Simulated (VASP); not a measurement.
Set up this calculation in VASP 6.6.1, as the native input.

```yaml
Task: single point
Functional: r2SCAN
Potentials_or_basis: VASP PAW PBE potentials, release 64 (Ba_sv, O)
Cutoff: 660 eV
k_mesh: 8 × 8 × 8
Occupations: gaussian, width 0.01 eV
Spin: no spin polarisation
Dipole_correction: no
Further_INCAR_settings: ALGO = Normal; EDIFF = 1e-06; NBANDS = 15
```

The system is BaO.

```
Ba O
1.0
     0.00000    2.75825    2.75825
     2.75825    0.00000    2.75825
     2.75825    2.75825    0.00000
Ba O
1 1
Direct
  0.00000 0.00000 0.00000
  0.50000 0.50000 0.50000
```

One way to write it, as run:

POSCAR

```
BaO
1.0
    0.0000000000      2.7582533422      2.7582533422
    2.7582533422      0.0000000000      2.7582533422
    2.7582533422      2.7582533422      0.0000000000
Ba O
1 1
Direct
    0.0000000000      0.0000000000      0.0000000000
    0.5000000000      0.5000000000      0.5000000000
```

INCAR.step1

```
ALGO = Normal ; EDIFF = 1E-5
ENCUT = 660 ; GGA = PE
GGA_COMPAT = False ; ISMEAR = 0
LASPH = True ; LCHARG = False
LREAL = False ; LWAVE = True
NBANDS = 15 ; NELM = 120
PREC = Accurate ; SIGMA = 0.01
```

INCAR.step2

```
ALGO = Normal ; EDIFF = 1E-6
ENCUT = 660 ; GGA_COMPAT = False
ISIF = 2 ; ISMEAR = 0
ISTART = 1 ; LASPH = True
LCHARG = False ; LMIXTAU = True
LREAL = False ; LWAVE = False
METAGGA = R2SCAN ; NBANDS = 15
NELM = 120 ; PREC = Accurate
SIGMA = 0.01
```

KPOINTS

```
k-points
0
Gamma
  8 8 8
```

Potentials or basis: VASP PAW PBE potentials, release 64 (Ba_sv, O).

Command:

```sh
$ cat potpaw_PBE.64/Ba_sv/POTCAR potpaw_PBE.64/O/POTCAR > POTCAR
$ cp INCAR.step1 INCAR
$ mpirun -np 1 vasp_std > vasp.out
$ cp INCAR.step2 INCAR
$ mpirun -np 1 vasp_std > vasp.out
```

It gave:

The pressure is 2.9 GPa and the band gap on the k mesh is 2.27 eV.

Caveat: the PAW data sets were made with another functional, which shifts forces and pressure a little; spin-orbit coupling is left out, which moves the levels of the heavy elements.

It took 3.1 min on 1 thread of Intel Xeon 8259CL, with other jobs on the host, peak memory 0.22 GiB.
